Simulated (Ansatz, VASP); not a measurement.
## Two plane-wave programs on Ge

```
CELL_PARAMETERS angstrom
3.82594 0.00000 0.00000
-1.91297 3.31336 0.00000
0.00000 0.00000 3.32274
ATOMIC_POSITIONS crystal
Ge 0.66667 0.33333 0.72087
Ge 0.33333 0.66667 0.27913
```

Alike in both runs: functional PBE; k mesh 6 × 6 × 6; occupations gaussian, width 0.1 eV; no spin polarisation.

Ansatz relaxed the structure, and its values are those at the end. VASP's run is a single point on that final structure, the one shown.

|  | VASP | Ansatz |
| --- | --- | --- |
| version | VASP 6.6.1 | Ansatz 0.2.0 |
| potentials or method | VASP PAW PBE potentials, release 64 (Ge_d), cutoff 520 eV | scalar-relativistic, plane waves, PAW |
| valence electrons in the cell | 28 | 28 |

|  | VASP | Ansatz | Ansatz less VASP |
| --- | --- | --- | --- |
| gap on the k mesh at the Fermi level (eV) | none | none | - |
| pressure (GPa) | 0.0 | 0.0 | +0.01 |

A gap of «none» marks a metal or a gap that the smearing closes.
